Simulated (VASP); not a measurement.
# MgRh (P4mm) in VASP: further runs, part 2 of 2

VASP 6.6.1. The steps go on from the part before.

## 3. Single point, LDA (all Mg atoms moved +0.125 Å, as atom 1 along Cartesian [0 0 1])

File INCAR:

```
PREC = Accurate
ENCUT = 520
EDIFF = 1E-7
ISMEAR = 0
SIGMA = 0.15
LREAL = F
LASPH = T
NELM = 100
ALGO = Fast
ISIF = 2
LWAVE = F
LCHARG = T
GGA = CA
LELF = T
LVHAR = T
NBANDS = 16
```

File KPOINTS:

```
regular mesh
0
Gamma
  16 16 16
```

File POSCAR:

```
MgRh
1.0
    3.0992000000      0.0000000000      0.0000000000
    0.0000000000      3.0992000000      0.0000000000
    0.0000000000      0.0000000000      3.0992000000
Mg Rh
1 1
Direct
    0.0000000000      0.0000000000      0.0403329892
    0.5000000000      0.5000000000      0.5000000000
```

Potentials or basis: VASP PAW LDA potentials, release 64 (Mg, Rh_pv).

Started as:

```
> cat potpaw_LDA.64/Mg/POTCAR potpaw_LDA.64/Rh_pv/POTCAR > POTCAR
> mpirun -np 1 vasp_std > vasp.out
```

OUTCAR:

```text
PREC = Accurate
   ENCUT = 520
   EDIFF = 1E-7
   ISMEAR = 0
   LREAL = F
   LASPH = T
   NELM = 100
   ISIF = 2
   GGA = CA

 ion  position               nearest neighbor table
   1  0.000  0.000  0.040-   2 2.61   2 2.61   2 2.61   2 2.61   2 2.76   2 2.76   2 2.76   2 2.76

   2  0.500  0.500  0.500-   1 2.61   1 2.61   1 2.61   1 2.61   1 2.76   1 2.76   1 2.76   1 2.76

  LATTYP: Found a simple cubic cell.
 ALAT       =     3.0992000000

  Lattice vectors:

 A1 = (   3.0992000000,   0.0000000000,   0.0000000000)
 A2 = (   0.0000000000,   3.0992000000,   0.0000000000)
 A3 = (   0.0000000000,   0.0000000000,   3.0992000000)

Analysis of symmetry for initial positions (statically):
=====================================================================
 Subroutine PRICEL returns:
 Original cell was already a primitive cell.

 Routine SETGRP: Setting up the symmetry group for a
 simple cubic supercell.

 Subroutine GETGRP returns: Found  8 space group operations
 (whereof  8 operations were pure point group operations)
 out of a pool of 48 trial point group operations.

The static configuration has the point symmetry C_4v.

Analysis of symmetry for dynamics (positions and initial velocities):
=====================================================================
 Subroutine PRICEL returns:
 Original cell was already a primitive cell.

 Routine SETGRP: Setting up the symmetry group for a
 simple cubic supercell.

 Subroutine GETGRP returns: Found  8 space group operations
 (whereof  8 operations were pure point group operations)
 out of a pool of 48 trial point group operations.

The dynamic configuration has the point symmetry C_4v.

 Subroutine INISYM returns: Found  8 space group operations
 (whereof  8 operations are pure point group operations),
 and found     1 'primitive' translations

[... 114 lines left out ...]
     AMIX_MAG =   1.60;   BMIX_MAG =  1.00
  volume/ion in A,a.u.               =      14.88       100.44
  Fermi-wavevector in a.u.,A,eV,Ry     =   1.358235  2.566692 25.100054  1.844802
  Thomas-Fermi vector in A             =   2.485085
   LORBIT       =      0    0 simple, 1 ext, 2 COOP (PROOUT), +10 PAW based schemes
   GGA     = CA    functional components
   LHFCALC =     F    Hartree Fock is set to
   AEXX    =    0.0000 exact exchange contribution
   IVDW    =     0    specifies the selected vdW correction
   LEPSILON=     F    determine dielectric tensor
   LRPA    =     F    only Hartree local field effects (RPA)
 non-spin polarized calculation
 RMM-DIIS sequential band-by-band and
 Gauss-broadening in eV      SIGMA  =   0.15
  energy-cutoff  :      520.00
  volume of cell :       29.77
 maximum number of plane-waves:       840
 NGX is ok and might be reduce to    24
   NGX = 11   NGY = 11   NGZ = 11

 number of electron      17.0000011 magnetization

 Free energy of the ion-electron system (eV)
  ---------------------------------------------------
  ext. energy  EPLUGINS =         0.00000000
  ---------------------------------------------------
  free energy    TOTEN  =       -11.44026130 eV

  energy without entropy =      -11.42481948  energy(sigma->0) =      -11.43254039

 E-fermi :   6.4970     XC(G=0): -11.9816

 val. band max:        6.4961312888   @ k =   0.3750   0.3125   0.4375
 cond. band min:       6.4984380741   @ k =   0.4375   0.3750   0.3125
 fundamental gap:      0.0023067853
 Fermi energy:         6.4969953069

 k-point     1 :       0.0000    0.0000    0.0000
  band No.  band energies     occupation
      1     -38.4490      2.00000
      2     -38.4490      2.00000
      3     -38.4451      2.00000
      4      -0.4894      2.00000
      5       3.5775      2.00000
      6       3.5921      2.00000
[... 433 lines left out ...]
      3     -38.4464      2.00000
      4       0.1837      2.00000
      5       3.7553      2.00000
      6       3.8688      2.00000
[... 8 lines left out ...]
     15      24.4911      0.00000
     16      25.1920      0.00000

 [... further k-points ...]

------------------------ aborting loop because EDIFF is reached ----------------------------------------

  FORCE on cell =-STRESS in cart. coord.  units (eV):
  Direction    XX          YY          ZZ          XY          YZ          ZX
  --------------------------------------------------------------------------------------
  -------------------------------------------------------------------------------------
  Total       -1.0613104     -1.0613104     -1.1986060      0.0000000      0.0000000     -0.0000000
  in kB      -57.1221033    -57.1221033    -64.5116586      0.0000000      0.0000000     -0.0000000
  external PRESSURE =     -59.5852884 kB  Pullay stress =       0.0000000 kB

 VOLUME and BASIS-vectors are now :
 -----------------------------------------------------------------------------
  energy-cutoff  :      520.00
  volume of cell :       29.77
      direct lattice vectors                 reciprocal lattice vectors
     3.099200000  0.000000000  0.000000000     0.322663913  0.000000000  0.000000000
     0.000000000  3.099200000  0.000000000     0.000000000  0.322663913  0.000000000
     0.000000000  0.000000000  3.099200000     0.000000000  0.000000000  0.322663913

 POSITION                                       TOTAL-FORCE (eV/Angst)
 -----------------------------------------------------------------------------------
      0.00000      0.00000      0.12500        -0.000000      0.000000     -0.652858
      1.54960      1.54960      1.54960         0.000000     -0.000000      0.652858
 -----------------------------------------------------------------------------------
    total drift:                                0.000000     -0.000000     -0.000110

  FREE ENERGIE OF THE ION-ELECTRON SYSTEM (eV)
  ---------------------------------------------------
  free  energy   TOTEN  =       -11.4402613047 eV

  energy  without entropy=      -11.4248194792  energy(sigma->0) =      -11.43254039
```

OSZICAR:

```text
N       E                     dE             d eps       ncg     rms          rms(c)
DAV:   1     0.121622021983E+03    0.12162E+03   -0.99964E+03 13664   0.102E+03
DAV:   2    -0.986142644814E+01   -0.13148E+03   -0.12482E+03 14688   0.294E+02
DAV:   3    -0.117168737057E+02   -0.18554E+01   -0.18510E+01 15880   0.382E+01
DAV:   4    -0.117274437281E+02   -0.10570E-01   -0.10570E-01 15088   0.296E+00
DAV:   5    -0.117276014923E+02   -0.15776E-03   -0.15776E-03 16336   0.367E-01    0.562E+00
RMM:   6    -0.115371859085E+02    0.19042E+00   -0.88130E-01 13367   0.771E+00    0.182E+00
RMM:   7    -0.114559811804E+02    0.81205E-01   -0.10700E-01 13392   0.258E+00    0.121E+00
RMM:   8    -0.114406181718E+02    0.15363E-01   -0.94241E-03 13173   0.678E-01    0.124E-01
RMM:   9    -0.114402952513E+02    0.32292E-03   -0.82144E-04 14425   0.276E-01    0.546E-02
RMM:  10    -0.114402598577E+02    0.35394E-04   -0.11172E-04 15026   0.108E-01    0.779E-03
RMM:  11    -0.114402612183E+02   -0.13607E-05   -0.28291E-05 16828   0.521E-02    0.825E-03
RMM:  12    -0.114402611193E+02    0.99028E-07   -0.63920E-06 17116   0.262E-02    0.199E-03
RMM:  13    -0.114402612964E+02   -0.17708E-06   -0.17434E-06 16851   0.129E-02    0.148E-03
RMM:  14    -0.114402613047E+02   -0.82618E-08   -0.30928E-07 12253   0.610E-03
   1 F= -.11440261E+02 E0= -.11432540E+02  d E =-.154418E-01
```

Wall time 64 s (1 thread of Intel Xeon Platinum 8375C at 2.90GHz (Ice Lake), shared host); peak memory 0.3 GiB.

Results:

```
Free energy   : -11.4403 eV
Pressure      : -6.0 GPa
Largest force : 0.653 eV/Å
```

Forces in eV/Å, atoms in the order of the input:
```
Mg   0.000  0.000 -0.653
Rh   0.000  0.000  0.653
```

Caveat: the cell differs from its parent crystal (all Mg atoms moved +0.125 Å, as atom 1 along Cartesian [0 0 1]).

## 4. Single point, LDA (all Mg atoms moved +0.438 Å, as atom 1 along Cartesian [0 0 1])

File INCAR:

```
SYSTEM = MgRh
PREC = Accurate
ENCUT = 520
EDIFF = 1E-6
ISMEAR = 0
SIGMA = 0.15
LREAL = .False.
LASPH = .True.
NELM = 60
ALGO = Fast
ISIF = 2
LWAVE = .False.
LCHARG = .False.
GGA = CA
NBANDS = 16
```

File KPOINTS:

```
regular mesh
0
Gamma
  16 16 16
  0 0 0
```

POSCAR: that of step 3 with these lines changed.

```diff
@@ -8,3 +8,3 @@
 Direct
-    0.0000000000      0.0000000000      0.0403329892
+    0.0000000000      0.0000000000      0.1411654621
     0.5000000000      0.5000000000      0.5000000000
```

Started as:

```
> cat potpaw_LDA.64/Mg/POTCAR potpaw_LDA.64/Rh_pv/POTCAR > POTCAR
> mpirun -np 1 vasp_std > vasp.out
```

Run time: 53 s. Hardware: 1 thread of Intel Xeon Platinum 8375C at 2.90GHz (Ice Lake), shared host; peak memory 0.3 GiB.

The run converged. Its results:

- Free energy: -10.9905 eV
- Pressure: 0.9 GPa
- Largest force: 2.186 eV/Å

Forces on the atoms (eV/Å):
```
Mg   0.000  0.000 -2.186
Rh   0.000  0.000  2.186
```

Stress tensor (GPa, compression positive):
```
 4.04  0.00  0.00
 0.00  4.04  0.00
 0.00  0.00 -5.39
```

Levels at points of the mesh, in eV from the Fermi level:
```
           k point  band 6  band 7  band 8  band 9  band 10  band 11  band 12  band 13
(0.00, 0.00, 0.00)   -2.88   -0.36   -0.15   -0.15     8.10     8.38     8.38    11.83
(0.50, 0.00, 0.00)   -2.48   -1.40   -1.21   -0.06     1.63     9.72    11.95    12.46
(0.00, 0.00, 0.50)   -2.44   -1.18   -1.18   -0.22     1.81     9.72    11.69    11.69
(0.50, 0.50, 0.00)   -1.07   -1.07    0.62    0.87     0.87     4.40     6.99    14.06
(0.00, 0.50, 0.50)   -1.23   -1.05    0.64    0.83     0.96     4.63     7.09    14.43
(0.50, 0.50, 0.50)   -3.01    0.68    0.73    4.48     4.48     4.86     6.44     9.28
```

Caveat: the cell differs from its parent crystal (all Mg atoms moved +0.438 Å, as atom 1 along Cartesian [0 0 1]); forces of over 1 eV/Å act on the atoms, so gaps and moduli don't describe the material at rest.
